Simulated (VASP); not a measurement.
Here is a VASP 6.6.1 calculation.

INCAR

```
SYSTEM = KCoF3
  PREC = Accurate
  ENCUT = 520
  EDIFF = 1E-6
  ISMEAR = -1
  SIGMA = 0.02
  LREAL = .False.
  LASPH = .True.
  NELM = 150
  ALGO = Normal
  ISIF = 2
  LWAVE = .False.
  LCHARG = .True.
  ISPIN = 2
  MAGMOM = 0 0 0 0 3
  LORBIT = 11
  LMAXMIX = 4
  LDAU = .True.
  LDAUTYPE = 2
  LDAUL = -1 -1 2
  LDAUU = 0 0 3.32
  LDAUJ = 0 0 0
  LDAUPRINT = 1
  GGA = CA
  LELF = .True.
  LVHAR = .True.
  NBANDS = 32
```

The input KPOINTS:

```
regular mesh
0
Gamma
  5 5 5
  0 0 0
```

POSCAR

```
KCoF3
1.0
    4.0710000000      0.0000000000      0.0000000000
    0.0000000000      4.0710000000      0.0000000000
    0.0000000000      0.0000000000      4.0710000000
K F Co
1 3 1
Direct
    0.0000000000      0.0000000000      0.0000000000
    0.0000000000      0.5000000000      0.5000000000
    0.5000000000      0.0000000000      0.5000000000
    0.5000000000      0.5000000000      0.0000000000
    0.5000000000      0.5000000000      0.5000000000
```

Potentials or basis: VASP PAW LDA potentials, release 64 (K_sv, F, Co).

Command:

```console
$ cat potpaw_LDA.64/K_sv/POTCAR potpaw_LDA.64/F/POTCAR potpaw_LDA.64/Co/POTCAR > POTCAR
$ mpirun -np 1 vasp_std > vasp.out
```

Predict the pressure.

-7.7 GPa.

Estimate the site moments.

K -0.00; F +0.08; Co +2.76 μB.

Predict the band gap on the k mesh.

zero (filled and empty bands overlap).

Eigenvalues of the final occupation matrices:
| site | spin | trace | eigenvalues |
| --- | --- | --- | --- |
| site 5 d | 1 | 4.95 | 0.97 0.97 0.97 1.02 1.02 |
| site 5 d | 2 | 2.22 | 0.11 0.11 0.66 0.66 0.66 |

Caveat: a cell with one magnetic atom can't hold antiferromagnetic order, which such compounds often take. The state reached can hang on the start; a lower one may exist.
